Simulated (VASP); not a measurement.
Input of a VASP 6.6.1 run:

File INCAR:

```
SYSTEM = Si
ALGO     = Normal         ! electronic algorithm
DIPOL    = 0.5 0.5 0.500
EDIFF    = 1E-6           ! SCF threshold, eV
ENCUT    = 520            ! plane-wave cutoff, eV
GGA      = PE             ! functional
IDIPOL   = 3            
ISIF     = 2              ! what is computed and relaxed
ISMEAR   = -1             ! smearing method
LASPH    = .TRUE.         ! aspherical terms in the spheres
LCHARG   = .TRUE.         ! write CHGCAR
LDIPOL   = .TRUE.       
LELF     = .TRUE.         ! ELF
LREAL    = .FALSE.        ! projectors in reciprocal space
LVACPOTAV= .TRUE.       
LVHAR    = .TRUE.       
LWAVE    = .FALSE.        ! write WAVECAR
NBANDS   = 26             ! bands
NELM     = 60             ! most SCF steps
PREC     = Accurate       ! precision mode
SIGMA    = 0.02           ! smearing width, eV
```

The input KPOINTS:

```
k-points
0
G
  9 9 1
  0 0 0
```

POSCAR

```
Si
1.0
    3.8685410222      0.0000000000      0.0000000000
   -1.9342705111      3.3502548008      0.0000000000
    0.0000000000      0.0000000000     26.2656000000
Si
8
Direct
    0.8333333330      0.1666666670      0.3045806269
    0.1666666670      0.8333333330      0.3346451454
    0.1666666670      0.8333333330      0.4248387023
    0.5000000000      0.5000000000      0.4549032215
    0.5000000000      0.5000000000      0.5450967785
    0.8333333330      0.1666666670      0.5751612977
    0.8333333330      0.1666666670      0.6653548546
    0.1666666670      0.8333333330      0.6954193731
```

Potentials or basis: VASP PAW PBE potentials, release 64 (Si).

Launch:

```sh
$ cat potpaw_PBE.64/Si/POTCAR > POTCAR
$ mpirun -np 1 vasp_std > vasp.out
```

Q: Estimate the largest force.

A: 0.743 eV/Å.

Q: What does it give for the band gap on the k mesh?

A: Zero (band 16 reaches 0.20 eV, above the bottom of band 17 at 0.03 eV).

Forces on the atoms (eV/Å):
```
Si   0.000  0.000  0.584
Si   0.000  0.000 -0.743
Si   0.000  0.000  0.271
Si   0.000  0.000 -0.168
Si   0.000  0.000  0.168
Si   0.000  0.000 -0.271
Si   0.000  0.000  0.743
Si   0.000  0.000 -0.584
```
